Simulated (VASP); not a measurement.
# Si3B4 in VASP: notebook, part 2 of 3

VASP 6.6.1.

## Step 3: Single point, PBE

INCAR

```
PREC = Accurate ; ENCUT = 520
EDIFF = 1E-7 ; ISMEAR = 0
SIGMA = 0.2 ; LREAL = F
LASPH = T ; NELM = 60
ALGO = Normal ; ISIF = 2
LWAVE = F ; LCHARG = F
GGA = PE ; NBANDS = 37
```

KPOINTS

```
regular mesh
0
Gamma
  6 3 3
```

POSCAR

```
Si3B4
1.0
    0.0007152693      0.0003440385      3.4108603331
    7.8204981867      0.0014303710      0.0017265035
   -3.9090095217      6.7628994781     -0.0002083459
Si B
6 8
Direct
    0.7500492961      0.6538337213      0.6175091540
    0.7492310715      0.9637143088      0.3462606163
    0.2500077582      0.6173668774      0.9638380540
    0.2499738619      0.3461570031      0.3824822263
    0.2507433300      0.0362844178      0.6537444417
    0.7500005210      0.3826445893      0.0361641103
    0.2501530523      0.5720718123      0.6921305639
    0.2489816149      0.1200089816      0.4277667712
    0.7499584975      0.6920430092      0.1202165670
    0.7498672228      0.4279234764      0.3078669893
    0.7509867261      0.8799890186      0.5722359191
    0.2500576302      0.3079617104      0.8797844279
    0.2495808016      0.3334413962      0.6665286615
    0.7504086157      0.6665596777      0.3334714977
```

Potentials or basis: VASP PAW PBE potentials, release 64 (Si, B).

The run is started by

```
$ cat potpaw_PBE.64/Si/POTCAR potpaw_PBE.64/B/POTCAR > POTCAR
$ mpirun -np 1 vasp_std > vasp.out
```

OUTCAR:

```text
PREC = Accurate
   ENCUT = 520
   EDIFF = 1E-7
   ISMEAR = 0
   LREAL = F
   LASPH = T
   NELM = 60
   ISIF = 2
   GGA = PE

 ion  position               nearest neighbor table
   1  0.750  0.654  0.618-  11 1.97   7 2.01   7 2.01  10 2.17  14 2.27   4 2.76   4 2.77
   2  0.749  0.964  0.346-   9 1.97   8 2.01   8 2.01  11 2.17  14 2.28   5 2.76   5 2.77
   3  0.250  0.617  0.964-   7 1.97   9 2.01   9 2.01  12 2.17  13 2.27   6 2.76   6 2.76
   4  0.250  0.346  0.382-   8 1.97  10 2.01  10 2.01   7 2.17  13 2.27   1 2.76   1 2.77
   5  0.251  0.036  0.654-  12 1.97  11 2.01  11 2.01   8 2.17  13 2.28   2 2.76   2 2.77
   6  0.750  0.383  0.036-  10 1.97  12 2.01  12 2.01   9 2.17  14 2.27   3 2.76   3 2.76
   7  0.250  0.572  0.692-  13 1.77   3 1.97   1 2.01   1 2.01   4 2.17
   8  0.249  0.120  0.428-  13 1.77   4 1.97   2 2.01   2 2.01   5 2.17
   9  0.750  0.692  0.120-  14 1.77   2 1.97   3 2.01   3 2.01   6 2.17
  10  0.750  0.428  0.308-  14 1.77   6 1.97   4 2.01   4 2.01   1 2.17
  11  0.751  0.880  0.572-  14 1.77   1 1.97   5 2.01   5 2.01   2 2.17
  12  0.250  0.308  0.880-  13 1.77   5 1.97   6 2.01   6 2.01   3 2.17
  13  0.250  0.333  0.667-  12 1.77   7 1.77   8 1.77   4 2.27   3 2.27   5 2.28
  14  0.750  0.667  0.333-   9 1.77  10 1.77  11 1.77   1 2.27   6 2.27   2 2.28

  LATTYP: Found a triclinic cell.
 ALAT       =     7.8204985081
 B/A-ratio  =     0.9988299923
 C/A-ratio  =     0.4361436067
 COS(alpha) =     0.0000442862
 COS(beta)  =     0.0004304883
 COS(gamma) =     0.5002686142

  Lattice vectors:

 A1 = (  -7.8204981867,  -0.0014303710,  -0.0017265035)
 A2 = (  -3.9090095217,   6.7628994781,  -0.0002083459)
 A3 = (  -0.0007152693,  -0.0003440385,  -3.4108603331)

Analysis of symmetry for initial positions (statically):
=====================================================================
 Subroutine PRICEL returns:
 Original cell was already a primitive cell.

 Routine SETGRP: Setting up the symmetry group for a
 triclinic supercell.

[... 178 lines left out ...]
 NGX is ok and might be reduce to    28
   NGX = 13   NGY = 29   NGZ = 29

 number of electron      47.9999999 magnetization

 Free energy of the ion-electron system (eV)
  ---------------------------------------------------
  ext. energy  EPLUGINS =         0.00000000
  ---------------------------------------------------
  free energy    TOTEN  =       -81.93112699 eV

  energy without entropy =      -81.84665913  energy(sigma->0) =      -81.88889306

 E-fermi :   5.6747     XC(G=0):  -9.8730

 val. band max:        5.6733766577   @ k =   0.5000   0.3333   0.0000
 cond. band min:       5.6773343341   @ k =   0.5000  -0.3333   0.3333
 fundamental gap:      0.0039576764
 Fermi energy:         5.6746562926

 k-point     1 :       0.0000    0.0000    0.0000
  band No.  band energies     occupation
      1      -8.3367      2.00000
      2      -6.3799      2.00000
      3      -6.3782      2.00000
      4      -5.7207      2.00000
      5      -4.4714      2.00000
      6      -4.4697      2.00000
[... 925 lines left out ...]
     35      10.4708      0.00000
     36      10.7968      0.00000

 [... further k-points ...]

 [bands above 36 left out]

------------------------ aborting loop because EDIFF is reached ----------------------------------------

  FORCE on cell =-STRESS in cart. coord.  units (eV):
  Direction    XX          YY          ZZ          XY          YZ          ZX
  --------------------------------------------------------------------------------------
  -------------------------------------------------------------------------------------
  Total        0.0225992      0.1322748     -0.0048993     -0.0132436      0.0085500      0.0074632
  in kB        0.2006904      1.1746556     -0.0435079     -0.1176086      0.0759274      0.0662765
  external PRESSURE =       0.4439460 kB  Pullay stress =       0.0000000 kB

 VOLUME and BASIS-vectors are now :
 -----------------------------------------------------------------------------
  energy-cutoff  :      520.00
  volume of cell :      180.42
      direct lattice vectors                 reciprocal lattice vectors
     0.000715269  0.000344039  3.410860333    -0.000064719 -0.000028376  0.293181180
     7.820498187  0.001430371  0.001726504     0.127855583  0.073901540 -0.000034266
    -3.909009522  6.762899478 -0.000208346    -0.000027038  0.147849943 -0.000014907

 POSITION                                       TOTAL-FORCE (eV/Angst)
 -----------------------------------------------------------------------------------
      2.69999      4.17735      2.55931        -0.003493     -0.017966     -0.000304
      6.18373      2.34336      2.55711        -0.014721      0.015409      0.001408
      1.06064      6.51931      0.85361        -0.017141     -0.010897      0.000554
      1.21217      2.58727      0.85314         0.003481      0.018140      0.000013
     -2.27155      4.42135      0.85518         0.014929     -0.015234     -0.001452
      2.85164      0.24538      2.55880         0.016872      0.010751     -0.000234
      1.76852      4.68171      0.85408        -0.002372     -0.003738     -0.000613
     -0.73344      2.89320      0.84936         0.000632      0.006424      0.002399
      4.94273      0.81426      2.55917        -0.004825      0.004045      0.000340
      2.14366      2.08294      2.55837         0.002664      0.003599      0.000559
      4.64561      3.87149      2.56291        -0.000599     -0.006457     -0.002090
     -1.03049      5.95042      0.85326         0.004752     -0.004088     -0.000867
      0.00239      4.50823      0.85172        -0.002813     -0.003345      0.000771
      3.90982      2.25645      2.56062         0.002636      0.003356     -0.000484
 -----------------------------------------------------------------------------------
    total drift:                               -0.000000     -0.000001      0.000000

  FREE ENERGIE OF THE ION-ELECTRON SYSTEM (eV)
  ---------------------------------------------------
  free  energy   TOTEN  =       -81.9311269921 eV

  energy  without entropy=      -81.8466591333  energy(sigma->0) =      -81.88889306
```

OSZICAR:

```text
N       E                     dE             d eps       ncg     rms          rms(c)
DAV:   1     0.121263841659E+03    0.12126E+03   -0.19966E+04  2072   0.112E+03
DAV:   2    -0.798941554297E+02   -0.20116E+03   -0.18668E+03  2639   0.192E+02
DAV:   3    -0.911708625956E+02   -0.11277E+02   -0.11042E+02  2704   0.426E+01
DAV:   4    -0.914096941053E+02   -0.23883E+00   -0.23790E+00  2656   0.669E+00
DAV:   5    -0.914168929837E+02   -0.71989E-02   -0.71950E-02  2671   0.112E+00    0.172E+01
DAV:   6    -0.828015438219E+02    0.86153E+01   -0.16890E+01  2293   0.145E+01    0.799E+00
DAV:   7    -0.819721796528E+02    0.82936E+00   -0.37045E+00  2683   0.677E+00    0.266E+00
DAV:   8    -0.819296770036E+02    0.42503E-01   -0.33072E-01  2531   0.242E+00    0.749E-01
DAV:   9    -0.819258296419E+02    0.38474E-02   -0.47684E-02  2550   0.811E-01    0.282E-01
DAV:  10    -0.819291326000E+02   -0.33030E-02   -0.43575E-03  2315   0.273E-01    0.108E-01
DAV:  11    -0.819309775515E+02   -0.18450E-02   -0.19612E-03  2341   0.164E-01    0.424E-02
DAV:  12    -0.819310896825E+02   -0.11213E-03   -0.15448E-04  2662   0.497E-02    0.105E-02
DAV:  13    -0.819311247086E+02   -0.35026E-04   -0.30710E-05  2322   0.230E-02    0.428E-03
DAV:  14    -0.819311260842E+02   -0.13756E-05   -0.31828E-06  2675   0.713E-03    0.223E-03
DAV:  15    -0.819311270184E+02   -0.93419E-06   -0.10607E-06  2332   0.469E-03    0.418E-04
DAV:  16    -0.819311269921E+02    0.26252E-07   -0.41540E-08  1931   0.110E-03
   1 F= -.81931127E+02 E0= -.81888893E+02  d E =-.844679E-01
```

stdout:

```text
POSCAR found type information on POSCAR SiB
 POSCAR found :  2 types and      14 ions
 scaLAPACK will be used
 LDA part: xc-table for (Slater+PW92), standard interpolation
 POSCAR, INCAR and KPOINTS ok, starting setup
 FFT: planning ... GRIDC
 FFT: planning ... GRID_SOFT
 FFT: planning ... GRID
 WAVECAR not read
 entering main loop
```

Wall time 3.8 min (1 thread of Intel Xeon Platinum 8259CL at 2.50GHz (Skylake/Cascade Lake), shared host); peak memory 0.36 GiB.

Results:

```
Free energy            : -81.9311 eV
Pressure               : 0.0 GPa
Largest force          : 0.021 eV/Å
Band gap on the k mesh : zero (band 24 reaches 5.84 eV, above the bottom of band 25 at 5.29 eV)
```

Forces on the atoms (eV/Å):
```
Si  -0.003 -0.018  0.000
Si  -0.015  0.015  0.001
Si  -0.017 -0.011  0.001
Si   0.003  0.018  0.000
Si   0.015 -0.015 -0.001
Si   0.017  0.011  0.000
B   -0.002 -0.004 -0.001
B    0.001  0.006  0.002
B   -0.005  0.004  0.000
B    0.003  0.004  0.001
B   -0.001 -0.006 -0.002
B    0.005 -0.004 -0.001
B   -0.003 -0.003  0.001
B    0.003  0.003  0.000
```

Stress tensor (GPa, compression positive):
```
 0.02 -0.01  0.01
-0.01  0.12  0.01
 0.01  0.01  0.00
```

[end of part 2 of 3]
